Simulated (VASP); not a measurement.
Write the native input for VASP 6.6.1 that does the following.

| Quantity | Value |
| --- | --- |
| Task | single point |
| Functional | r2SCAN |
| Potentials or basis | VASP PAW PBE potentials, release 64 (Cd, Te) |
| Cutoff | 520 eV |
| k mesh | 8 × 8 × 8 |
| Occupations | gaussian, width 0.05 eV |
| Spin | no spin polarisation |
| Dipole correction | no |
| Further INCAR settings | ALGO = Normal; EDIFF = 1e-06; NBANDS = 16 |

The system is CdTe.

```
CELL_PARAMETERS angstrom
0.00000 2.93661 3.81760
2.93661 0.00000 3.81760
2.93661 2.93661 0.00000
ATOMIC_POSITIONS crystal
Cd 0.00000 0.00000 0.00000
Te 0.75000 0.75000 0.75000
```

This cell differs from its parent crystal: ratio of the length along z to the lengths across it x 1.3, volume and fractional coordinates fixed.

The input as run:

POSCAR

```
CdTe
1.0
    0.0000000000      2.9366143483      3.8175986528
    2.9366143483      0.0000000000      3.8175986528
    2.9366143483      2.9366143483      0.0000000000
Cd Te
1 1
Direct
    0.0000000000      0.0000000000      0.0000000000
    0.7500000000      0.7500000000      0.7500000000
```

INCAR.step1

```
  PREC = Accurate
  ENCUT = 520
  ISMEAR = 0
  SIGMA = 0.05
  LREAL = F
  LASPH = T
  NELM = 100
  NBANDS = 16
  GGA = PE
  ALGO = Normal
  EDIFF = 1E-4
  LWAVE = T
  LCHARG = F
```

INCAR.step2

```
  PREC = Accurate
  ENCUT = 520
  EDIFF = 1E-6
  ISMEAR = 0
  SIGMA = 0.05
  LREAL = F
  LASPH = T
  NELM = 100
  ALGO = Normal
  ISIF = 2
  LWAVE = F
  LCHARG = F
  METAGGA = R2SCAN
  LMIXTAU = T
  NBANDS = 16
  ISTART = 1
```

KPOINTS

```
Automatic mesh
0
Gamma
  8 8 8
```

Potentials or basis: VASP PAW PBE potentials, release 64 (Cd, Te).

The run is started by

```console
$ cat potpaw_PBE.64/Cd/POTCAR potpaw_PBE.64/Te/POTCAR > POTCAR
$ cp INCAR.step1 INCAR
$ mpirun -np 1 vasp_std > vasp.out
$ cp INCAR.step2 INCAR
$ mpirun -np 1 vasp_std > vasp.out
```

It gave:

```json
{"Pressure": "2.2 GPa", "Band gap on the k mesh": "0.53 eV"}
```

Caveat: the stress differs along the axes, from -3 to 5 GPa; semilocal functionals underestimate gaps, and a narrow one can read as zero; the PAW data sets were made with another functional, which shifts forces and pressure a little; spin-orbit coupling is left out, which moves the levels of the heavy elements.

It took 98 s on 1 thread of Intel(R) Xeon(R) 6975P-C (Granite Rapids), with other jobs on the host, peak memory 0.24 GiB.
